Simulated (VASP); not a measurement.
# Si (Fd-3m) in VASP: further runs, part 2 of 2

VASP 6.6.1.

**3. Single point, RPBE**

Contents of INCAR:

```
ALGO = Normal
EDIFF = 1E-6
ENCUT = 500
GGA = RP
GGA_COMPAT = False
ISIF = 2
ISMEAR = 0
LASPH = True
LCHARG = False
LREAL = False
LWAVE = False
NBANDS = 11
NELM = 120
PREC = Accurate
SIGMA = 0.01
```

Contents of KPOINTS:

```
k-points
0
Gamma
  8 8 8
```

Contents of POSCAR:

```
Si
1.0
    0.0000000000      2.7135600000      2.7135600000
    2.7135600000      0.0000000000      2.7135600000
    2.7135600000      2.7135600000      0.0000000000
Si
2
Direct
    0.7500000000      0.7500000000      0.7500000000
    0.5000000000      0.5000000000      0.5000000000
```

Potentials or basis: VASP PAW PBE potentials, release 64 (Si).

Launch:

```console
$ cat potpaw_PBE.64/Si/POTCAR > POTCAR
$ mpirun -np 1 vasp_std > vasp.out
```

OUTCAR:

```text
EDIFF = 1E-6
   ENCUT = 500
   GGA = RP
   ISIF = 2
   ISMEAR = 0
   LASPH = True
   LREAL = False
   NELM = 120
   PREC = Accurate

 ion  position               nearest neighbor table
   1  0.750  0.750  0.750-   2 2.35   2 2.35   2 2.35   2 2.35
   2  0.500  0.500  0.500-   1 2.35   1 2.35   1 2.35   1 2.35

  LATTYP: Found a face centered cubic cell.
 ALAT       =     5.4271200000

  Lattice vectors:

 A1 = (   0.0000000000,   2.7135600000,   2.7135600000)
 A2 = (   2.7135600000,   0.0000000000,   2.7135600000)
 A3 = (   2.7135600000,   2.7135600000,   0.0000000000)

Analysis of symmetry for initial positions (statically):
=====================================================================
 Subroutine PRICEL returns:
 Original cell was already a primitive cell.

 Routine SETGRP: Setting up the symmetry group for a
 face centered cubic supercell.

 Subroutine GETGRP returns: Found 48 space group operations
 (whereof 24 operations were pure point group operations)
 out of a pool of 48 trial point group operations.

The static configuration has the point symmetry T_d .
 The point group associated with its full space group is O_h .

[... 165 lines left out ...]
 fundamental gap:      0.6665870506
 Fermi energy:         6.0141506001

 k-point     1 :       0.0000    0.0000    0.0000
  band No.  band energies     occupation
      1      -6.0306      2.00000
      2       5.9181      2.00000
      3       5.9181      2.00000
      4       5.9181      2.00000
      5       8.4884      0.00000
      6       8.4884      0.00000
      7       8.4884      0.00000
      8       9.4364      0.00000
      9      13.5834      0.00000
     10      13.5834      0.00000
     11      14.0904      0.00000
[... 309 lines left out ...]
 k-point    24 :      -0.3750    0.2500    0.1250
  band No.  band energies     occupation
      1      -3.1585      2.00000
      2      -0.8481      2.00000
      3       2.4849      2.00000
      4       3.7642      2.00000
      5       9.0302      0.00000
      6       9.0812      0.00000
      7      11.8516      0.00000
      8      13.0678      0.00000
      9      13.3591      0.00000
     10      16.5282      0.00000
     11      17.6753      0.00000

 [... further k-points ...]
[... 5 lines left out ...]
  --------------------------------------------------------------------------------------
  -------------------------------------------------------------------------------------
  Total        0.8958203      0.8958203      0.8958203      0.0000000      0.0000000     -0.0000000
  in kB       35.9156078     35.9156078     35.9156078      0.0000000      0.0000000     -0.0000000
  external PRESSURE =      35.9156078 kB  Pullay stress =       0.0000000 kB

 VOLUME and BASIS-vectors are now :
 -----------------------------------------------------------------------------
  energy-cutoff  :      500.00
  volume of cell :       39.96
      direct lattice vectors                 reciprocal lattice vectors
     0.000000000  2.713560000  2.713560000    -0.184259792  0.184259792  0.184259792
     2.713560000  0.000000000  2.713560000     0.184259792 -0.184259792  0.184259792
     2.713560000  2.713560000  0.000000000     0.184259792  0.184259792 -0.184259792

 POSITION                                       TOTAL-FORCE (eV/Angst)
 -----------------------------------------------------------------------------------
      4.07034      4.07034      4.07034         0.000000      0.000000      0.000000
      2.71356      2.71356      2.71356        -0.000000     -0.000000     -0.000000
 -----------------------------------------------------------------------------------
    total drift:                                0.000000      0.000000     -0.000000

  FREE ENERGIE OF THE ION-ELECTRON SYSTEM (eV)
  ---------------------------------------------------
  free  energy   TOTEN  =       -10.3048509113 eV

  energy  without entropy=      -10.3048509113  energy(sigma->0) =      -10.30485091
```

Run time: 12 s. Hardware: 1 thread of Intel Xeon 6975P-C, shared host; peak memory 0.15 GiB.

Results:

- Free energy: -10.3049 eV
- Pressure: 3.6 GPa
- Band gap on the k mesh: 0.67 eV, indirect (least direct gap 2.57 eV)

Caveat: the PAW data sets were made with another functional, which shifts forces and pressure a little.

**4. Single point, BLYP**

Contents of INCAR:

```
PREC     = Accurate       # precision mode
ENCUT    = 500            # plane-wave cutoff, eV
EDIFF    = 1E-6           # SCF threshold, eV
ISMEAR   = 0              # smearing method
SIGMA    = 0.01           # smearing width, eV
LREAL    = False          # projectors in reciprocal space
LASPH    = True           # aspherical terms in the spheres
NELM     = 120            # most SCF steps
ALGO     = Normal         # electronic algorithm
ISIF     = 2              # what is computed and relaxed
LWAVE    = False          # write WAVECAR
LCHARG   = False          # write CHGCAR
GGA      = B5             # functional
ALDAX    = 1.0          
AGGAX    = 1.0          
AGGAC    = 1.0          
ALDAC    = 0.0          
NBANDS   = 11             # bands
GGA_COMPAT= False
```

Contents of KPOINTS:

```
regular mesh
0
Gamma
  8 8 8
```

POSCAR is that of step 3.

Launch:

```console
$ cat potpaw_PBE.64/Si/POTCAR > POTCAR
$ mpirun -np 1 vasp_std > vasp.out
```

Run time: 14 s. Hardware: 1 thread of Intel Xeon 6975P-C, shared host; peak memory 0.15 GiB.

The run converged. Its results:

- Free energy: -9.4500 eV
- Pressure: 5.3 GPa
- Band gap on the k mesh: 0.84 eV, indirect (least direct gap 2.71 eV)

Levels at points of the mesh, in eV from the valence-band top:
| k point | band 2 | band 3 | band 4 | band 5 | band 6 | band 7 |
| --- | --- | --- | --- | --- | --- | --- |
| (0.00, 0.00, 0.00) | 0.00 | 0.00 | 0.00 | 2.71 | 2.71 | 2.71 |
| (0.50, 0.00, 0.00) | -6.87 | -1.17 | -1.17 | 1.65 | 3.53 | 3.53 |
| (0.50, 0.50, 0.00) | -7.78 | -2.78 | -2.78 | 0.95 | 0.95 | 10.18 |

Caveat: the PAW data sets were made with another functional, which shifts forces and pressure a little.

**5. Summary**

| level | gap on the mesh (eV) | pressure (GPa) |
| --- | --- | --- |
| revPBE | 0.65 | 3.2 |
| RPBE | 0.67 | 3.6 |
| BLYP | 0.84 | 5.3 |

Alike in all rows: task single point; potentials or basis VASP PAW PBE potentials, release 64 (Si); no spin polarisation; cell as given; k mesh 8 × 8 × 8; cutoff (eV) 500; smearing gaussian 0.01 eV.

On the cell as given the gap runs from 0.65 eV (revPBE) to 0.84 eV (BLYP). The pressure there spans 3.2 GPa (revPBE) to 5.3 GPa (BLYP); a positive pressure means that this level wants a larger cell, a negative one a smaller.

Caveats: the PAW data sets were made with another functional, which shifts forces and pressure a little.

Total energies depend on the potentials used, so only differences within one code and one set of settings carry meaning.
